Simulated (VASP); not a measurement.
Set up this calculation in VASP 6.6.1, as the native input.

```
Task                   : single point
Functional             : PBE
Potentials or basis    : VASP PAW PBE potentials, release 64 (Mg, S)
Cutoff                 : 520 eV
k mesh                 : 8 × 8 × 8
Occupations            : fermi-dirac, width 0.02 eV
Spin                   : no spin polarisation
Dipole correction      : no
Further INCAR settings : ALGO = Normal; EDIFF = 1e-06; NBANDS = 11
```

The structure of MgS lies in POSCAR:

```
MgS
1.0
    0.0000000000      2.6015179370      2.6015179370
    2.6540685993      0.0000000000      2.6015179370
    2.6540685993      2.6015179370      0.0000000000
Mg S
1 1
Direct
    0.0000000000      0.0000000000      0.0000000000
    0.5000000000      0.5000000000      0.5000000000
```

This cell differs from its parent crystal: uniaxial x strain +2.0%.

These files were run (other wordings do the same):

INCAR

```
PREC = Accurate
ENCUT = 520
EDIFF = 1E-6
ISMEAR = -1
SIGMA = 0.02
LREAL = F
LASPH = T
NELM = 80
ALGO = Normal
ISIF = 2
LWAVE = F
LCHARG = F
GGA = PE
NBANDS = 11
```

KPOINTS

```
regular mesh
0
Gamma
  8 8 8
```

Potentials or basis: VASP PAW PBE potentials, release 64 (Mg, S).

Command:

```console
$ cat potpaw_PBE.64/Mg/POTCAR potpaw_PBE.64/S/POTCAR > POTCAR
$ mpirun -np 1 vasp_std > vasp.out
```

Results of the run:

```
Pressure               : -0.6 GPa
Band gap on the k mesh : 2.65 eV (least direct gap 3.50 eV)
```

Caveat: the cell differs from its parent crystal (uniaxial x strain +2.0%).

Run time: 10 s on 1 thread of Intel(R) Xeon(R) 6975P-C (Granite Rapids) (shared host), peak memory 0.16 GiB.
